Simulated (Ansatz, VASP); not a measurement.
Two plane-wave programs on Ta

```
CELL_PARAMETERS angstrom
-1.65128 1.65128 1.65128
1.65128 -1.65128 1.65128
1.65128 1.65128 -1.65128
ATOMIC_POSITIONS crystal
Ta 0.00000 0.00000 0.00000
```

Alike in both runs: task relaxation of cell and atoms; functional LDA; k mesh 11 × 11 × 11; occupations fermi-dirac, width 0.05 eV; no spin polarisation.

|  | VASP | Ansatz |
| --- | --- | --- |
| version | VASP 6.6.1 | Ansatz 0.2.0 |
| potentials or method | VASP PAW LDA potentials, release 64 (Ta_sv_GW) | Ansatz PAW |
| plane-wave cutoff (eV) | 500 | 420 |
| valence electrons in the cell | 13 | 13 |

|  | VASP | Ansatz | Ansatz less VASP |
| --- | --- | --- | --- |
| gap on the k mesh at the Fermi level, each at its own relaxed structure (eV) | none | none | - |
| relaxed volume (Å³/atom) | 17.19 | 17.21 | +0.017 |
| relaxed length of the cell vector where the two differ most in proportion (Å) | 2.816 | 2.817 | +0.0009 |

LDA's correlation is that of Perdew and Zunger in VASP and of Perdew and Wang (1992) in Ansatz. A gap of «none» marks a metal or a gap that the smearing closes.

Neither program's run includes spin-orbit coupling. Noted on Ansatz's run: the plane-wave basis is chosen anew once the cell has moved, so the energies of steps on either side of that aren't comparable.
